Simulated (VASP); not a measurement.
# Ni in VASP: notebook, part 2 of 2

VASP 6.6.1.

## 5. Single point, PBEsol, collinear spin, ferromagnetic start

This run uses another cell than the first one, of 10.39 Å³/atom, 0.990 times its volume.

File INCAR:

```
SYSTEM = Ni
  ALGO = Normal
  EDIFF = 1E-6
  ENCUT = 520
  GGA = PS
  ISIF = 2
  ISMEAR = -1
  ISPIN = 2
  LASPH = .True.
  LCHARG = .False.
  LMAXMIX = 4
  LORBIT = 11
  LREAL = .False.
  LWAVE = .False.
  MAGMOM = 1
  NBANDS = 15
  NELM = 150
  PREC = Accurate
  SIGMA = 0.05
```

File KPOINTS:

```
k-points
0
Gamma
  11 11 11
  0 0 0
```

File POSCAR:

```
Ni
1.0
    0.0000000000      1.7375729330      1.7201972037
    1.7375729330      0.0000000000      1.7201972037
    1.7375729330      1.7375729330      0.0000000000
Ni
1
Direct
    0.0000000000      0.0000000000      0.0000000000
```

Potentials or basis: VASP PAW PBE potentials, release 64 (Ni).

On the command line:

```bash
> cat potpaw_PBE.64/Ni/POTCAR > POTCAR
> mpirun -np 1 vasp_std > vasp.out
```

OUTCAR:

```text
SYSTEM = Ni
   EDIFF = 1E-6
   ENCUT = 520
   GGA = PS
   ISIF = 2
   ISMEAR = -1
   ISPIN = 2
   LASPH = .True.
   LORBIT = 11
   LREAL = .False.
   NELM = 150
   PREC = Accurate

 ion  position               nearest neighbor table
   1  0.000  0.000  0.000-

  LATTYP: Found a body centered tetragonal cell.
 ALAT       =     2.4572992075
 C/A-ratio  =     1.4000714268

  Lattice vectors:

[... 1066 lines left out ...]
     14      49.5193      0.00000
     15      52.7158      0.00000

 [... further k-points ...]
[... 5 lines left out ...]
  --------------------------------------------------------------------------------------
  -------------------------------------------------------------------------------------
  Total       -0.0617602     -0.0617602      0.0292066      0.0000000     -0.0000000      0.0000000
  in kB       -9.5263097     -9.5263097      4.5050252      0.0000000     -0.0000000      0.0000000
  external PRESSURE =      -4.8491981 kB  Pullay stress =       0.0000000 kB

 VOLUME and BASIS-vectors are now :
 -----------------------------------------------------------------------------
  energy-cutoff  :      520.00
  volume of cell :       10.39
      direct lattice vectors                 reciprocal lattice vectors
     0.000000000  1.737572933  1.720197204    -0.287757705  0.287757705  0.290664349
     1.737572933  0.000000000  1.720197204     0.287757705 -0.287757705  0.290664349
     1.737572933  1.737572933  0.000000000     0.287757705  0.287757705 -0.290664349

 POSITION                                       TOTAL-FORCE (eV/Angst)
 -----------------------------------------------------------------------------------
      0.00000      0.00000      0.00000        -0.000000      0.000000      0.000000
 -----------------------------------------------------------------------------------
    total drift:                                0.000000     -0.000000     -0.000000

  FREE ENERGIE OF THE ION-ELECTRON SYSTEM (eV)
  ---------------------------------------------------
  free  energy   TOTEN  =        -6.1441241995 eV

  energy  without entropy=       -6.1307958028  energy(sigma->0) =       -6.13746000

 total charge

# of ion       s       p       d       tot
------------------------------------------
    1        0.520   0.545   8.335   9.400

 magnetization (x)

# of ion       s       p       d       tot
------------------------------------------
    1       -0.007  -0.026   0.612   0.579
```

OSZICAR:

```text
N       E                     dE             d eps       ncg     rms          rms(c)
DAV:   1     0.323732903641E+02    0.32373E+02   -0.41675E+03  8050   0.866E+02
DAV:   2    -0.590524488701E+01   -0.38279E+02   -0.35527E+02  8561   0.164E+02
DAV:   3    -0.733451261262E+01   -0.14293E+01   -0.14204E+01  9317   0.310E+01
DAV:   4    -0.734283301262E+01   -0.83204E-02   -0.83193E-02  9156   0.225E+00
DAV:   5    -0.734292390717E+01   -0.90895E-04   -0.90894E-04  9555   0.211E-01    0.111E+01
DAV:   6    -0.649465899976E+01    0.84826E+00   -0.14749E+01 10948   0.429E+01    0.579E+00
DAV:   7    -0.616572475767E+01    0.32893E+00   -0.24441E+00  9829   0.155E+01    0.196E+00
DAV:   8    -0.614758955444E+01    0.18135E-01   -0.28225E-02  9906   0.116E+00    0.934E-01
DAV:   9    -0.614486562272E+01    0.27239E-02   -0.15318E-03 12444   0.218E-01    0.276E-01
DAV:  10    -0.614412833549E+01    0.73729E-03   -0.62949E-04 12645   0.123E-01    0.356E-02
DAV:  11    -0.614412270850E+01    0.56270E-05   -0.20123E-05 11301   0.283E-02    0.269E-02
DAV:  12    -0.614412423234E+01   -0.15238E-05   -0.77954E-07  7755   0.603E-03    0.239E-03
DAV:  13    -0.614412419945E+01    0.32891E-07   -0.70583E-08  5957   0.193E-03
   1 F= -.61441242E+01 E0= -.61374600E+01  d E =-.133284E-01  mag=     0.5722
```

stdout:

```text
POSCAR found type information on POSCAR Ni
 POSCAR found :  1 types and       1 ions
 scaLAPACK will be used
 -----------------------------------------------------------------------------
|                                                                             |
|                                                                             |
|     You enforced a specific xc type in the INCAR file but a different       |
|     I HOPE YOU KNOW WHAT YOU ARE DOING!                                     |
|                                                                             |
 -----------------------------------------------------------------------------

 LDA part: xc-table for (Slater+PW92), standard interpolation
 POSCAR, INCAR and KPOINTS ok, starting setup
 FFT: planning ... GRIDC
 FFT: planning ... GRID_SOFT
 FFT: planning ... GRID
 WAVECAR not read
 entering main loop
```

Wall time 29 s (1 thread of Intel Xeon 6975P-C, shared host); peak memory 0.14 GiB.

What came out:

| Quantity | Value |
| --- | --- |
| Free energy | -6.1441 eV |
| Pressure | -0.5 GPa |
| Net moment | 0.57 μB per cell |
| Site moments | Ni +0.58 μB |
| Valence electrons inside the program's atomic spheres | Ni 9.40 |

Caveat: the PAW data sets were made with another functional, which shifts forces and pressure a little.

## 6. Single point, PBE, collinear spin, ferromagnetic start (volume scaled by 0.96)

File INCAR:

```
SYSTEM = Ni
ALGO = Normal
EDIFF = 1E-6
ENCUT = 520
GGA = PE
ISIF = 2
ISMEAR = -1
ISPIN = 2
LASPH = .TRUE.
LCHARG = .FALSE.
LMAXMIX = 4
LORBIT = 11
LREAL = .FALSE.
LWAVE = .FALSE.
MAGMOM = 1
NBANDS = 15
NELM = 150
PREC = Accurate
SIGMA = 0.05
```

File KPOINTS:

```
k-points
0
G
  13 13 13
  0 0 0
```

File POSCAR:

```
Ni
1.0
    0.0000000000      1.7140893390      1.7140893390
    1.7140893390      0.0000000000      1.7140893390
    1.7140893390      1.7140893390      0.0000000000
Ni
1
Direct
    0.0000000000      0.0000000000      0.0000000000
```

Potentials or basis: VASP PAW PBE potentials, release 64 (Ni).

On the command line:

```bash
> cat potpaw_PBE.64/Ni/POTCAR > POTCAR
> mpirun -np 1 vasp_std > vasp.out
```

Run time: 21 s. Hardware: 1 thread of AMD EPYC 7R13 (Zen 3), shared host; peak memory 0.1 GiB.

Results (log left out):

- Free energy: -5.4366 eV
- Pressure: 18.5 GPa
- Net moment: 0.62 μB per cell
- Site moments: Ni +0.62 μB
- Valence electrons inside the program's atomic spheres: Ni 9.46

Levels at points of the mesh, in eV from the Fermi level:
Spin up:
| k point | band 1 | band 2 | band 3 | band 4 | band 5 | band 6 | band 7 | band 8 | band 9 | band 10 |
| --- | --- | --- | --- | --- | --- | --- | --- | --- | --- | --- |
| (0.00, 0.00, 0.00) | -9.57 | -2.64 | -2.64 | -2.64 | -1.33 | -1.33 | 24.37 | 28.84 | 28.84 | 28.84 |
Spin down:
| k point | band 1 | band 2 | band 3 | band 4 | band 5 | band 6 | band 7 | band 8 | band 9 | band 10 |
| --- | --- | --- | --- | --- | --- | --- | --- | --- | --- | --- |
| (0.00, 0.00, 0.00) | -9.59 | -1.90 | -1.90 | -1.90 | -0.75 | -0.75 | 24.23 | 28.83 | 28.83 | 28.83 |

Caveat: the cell differs from its parent crystal (volume scaled by 0.96).

## 7. The runs side by side

```csv
level,cell,k mesh,gap on the mesh (eV),pressure (GPa),moment (μB)
PBEsol,"a = 2.457 Å, angles 60.0°, 1 atom",11 × 11 × 11,none,-2.7,0.57
PBEsol,"a = 2.409, b = 2.409, c = 2.457 Å, angles 59.3, 59.3, 61.3°, 1 atom",11 × 11 × 11,none,7.2,0.57
PBEsol,"a = 2.433, b = 2.433, c = 2.457 Å, angles 59.7, 59.7, 60.7°, 1 atom",11 × 11 × 11,none,1.9,0.57
PBEsol,"a = 2.445, b = 2.445, c = 2.457 Å, angles 59.8, 59.8, 60.3°, 1 atom",11 × 11 × 11,none,-0.5,0.57
PBE,"a = 2.424 Å, angles 60.0°, 1 atom",13 × 13 × 13,none,18.5,0.62
```

Alike in all rows: task single point; potentials or basis VASP PAW PBE potentials, release 64 (Ni); spin collinear, ferromagnetic start; cutoff (eV) 520; smearing fermi-dirac 0.05 eV.

Caveats: the PAW data sets were made with another functional, which shifts forces and pressure a little (some runs).

Absolute energies hang on the potentials; compare differences alone.
